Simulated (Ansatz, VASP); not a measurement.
**Si: VASP beside Ansatz**

The input INCAR:

```
  PREC = Accurate
  ENCUT = 520
  EDIFF = 1E-8
  ISMEAR = -1
  SIGMA = 0.05
  LREAL = False
  LASPH = True
  NELM = 60
  ALGO = Normal
  ISIF = 2
  LWAVE = False
  LCHARG = False
  GGA = CA
  LEFG = True
  NBANDS = 11
```

Contents of KPOINTS:

```
regular mesh
0
Gamma
  16 16 16
```

File POSCAR:

```
Si
1.0
   -2.2659077192      2.3841858876      1.2834439547
    2.2659077192     -2.3841858876      1.2834439547
    2.2659077192      2.3841858876     -1.2834439547
Si
2
Direct
    0.8070000000      0.5570000000      0.2500000000
    0.1930000000      0.4430000000      0.7500000000
```

Input for Ansatz:

```yaml
crystal:
  lattice:
    - [-2.2659077192, 2.3841858876, 1.2834439547]
    - [2.2659077192, -2.3841858876, 1.2834439547]
    - [2.2659077192, 2.3841858876, -1.2834439547]
  atoms:
    - { symbol: Si, position: [0.807, 0.557, 0.25] }
    - { symbol: Si, position: [0.193, 0.443, 0.75] }
kpoints:
  mp_grid: { grid: [16, 16, 16] }
scf:
  occupations: { method: fermi_dirac, width: 0.05 }
hamiltonian:
  xc: lda
  pseudopotentials: { kind: paw }
output:
  forces: true
  stress: true
  eigenvalues: true
  efg: { contact_densities: true }
  write_density: true
  write_potential: true
  elf: true
  volumetric_format: npy
```

Change from the starting cell: volume scaled by 1.02, PAW files.

Alike in both runs: task electric field gradients; functional LDA; k mesh 16 × 16 × 16; occupations fermi-dirac, width 0.05 eV; no spin polarisation.

|  | VASP | Ansatz |
| --- | --- | --- |
| version | VASP 6.6.1 | Ansatz 0.2.0 |
| potentials or method | VASP PAW LDA potentials, release 64 (Si) | PAW with Ansatz's default frozen-core files, scalar-relativistic |
| plane-wave cutoff (eV) | 520 | 420 |
| valence electrons in the cell | 8 | 8 |

VASP gave:

```
pressure (GPa)                                                : 7.8
traceless stress, the component that is largest in VASP (GPa) : 1.15
rms of the force components (eV/Å)                            : 0.019
size of Vzz on the site where it differs most (V/Å²)          : 26.1
```

Q: What did Ansatz give for the same quantities?

A: Pressure (GPa): 7.7; traceless stress, the component that is largest in VASP (GPa): 1.14; rms of the force components (eV/Å): 0.018; size of Vzz on the site where it differs most (V/Å²): 25.5.

LDA's correlation is that of Perdew and Zunger in VASP and of Perdew and Wang (1992) in Ansatz. Atom by atom the forces differ by 0.000 eV/Å (rms over components).
